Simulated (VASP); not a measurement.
A run of VASP 6.6.1:

INCAR

```
SYSTEM = RbBaSi2
PREC     = Accurate       ! precision mode
ENCUT    = 520            ! plane-wave cutoff, eV
EDIFF    = 1E-7           ! SCF threshold, eV
ISMEAR   = 0              ! smearing method
SIGMA    = 0.1            ! smearing width, eV
LREAL    = .FALSE.        ! projectors in reciprocal space
LASPH    = .TRUE.         ! aspherical terms in the spheres
NELM     = 60             ! most SCF steps
ALGO     = Normal         ! electronic algorithm
ISIF     = 2              ! what is computed and relaxed
LWAVE    = .FALSE.        ! write WAVECAR
LCHARG   = .TRUE.         ! write CHGCAR
GGA      = PE             ! functional
LELF     = .TRUE.         ! ELF
LVHAR    = .TRUE.       
NBANDS   = 22             ! bands
```

The input KPOINTS:

```
Automatic mesh
0
G
  12 12 6
  0 0 0
```

The input POSCAR:

```
RbBaSi2
1.0
    5.3241067551      0.0000000000      0.0000000000
   -2.6620533775      4.6108117024      0.0000000000
    0.0000000000      0.0000000000      7.6331312128
Rb Ba Si
1 1 2
Direct
    0.0000000000      0.0000000000      0.0000000000
    0.0000000000      0.0000000000      0.5000000000
    0.3333333333      0.6666666667      0.5000000000
    0.6666666667      0.3333333333      0.5000000000
```

Potentials or basis: VASP PAW PBE potentials, release 64 (Rb_sv, Ba_sv, Si).

The run is started by

```sh
$ cat potpaw_PBE.64/Rb_sv/POTCAR potpaw_PBE.64/Ba_sv/POTCAR potpaw_PBE.64/Si/POTCAR > POTCAR
$ mpirun -np 1 vasp_std > vasp.out
```

Hardware: 1 thread of Oxide Virtual Turin-like Processor, with other jobs on the host.

**Question.** How long does it take, and how much memory?

**Answer.** Wall time 5.5 min on 1 thread of Oxide Virtual Turin-like Processor (shared host), peak memory 0.48 GiB. Counts: scf iterations 17, k points 76.
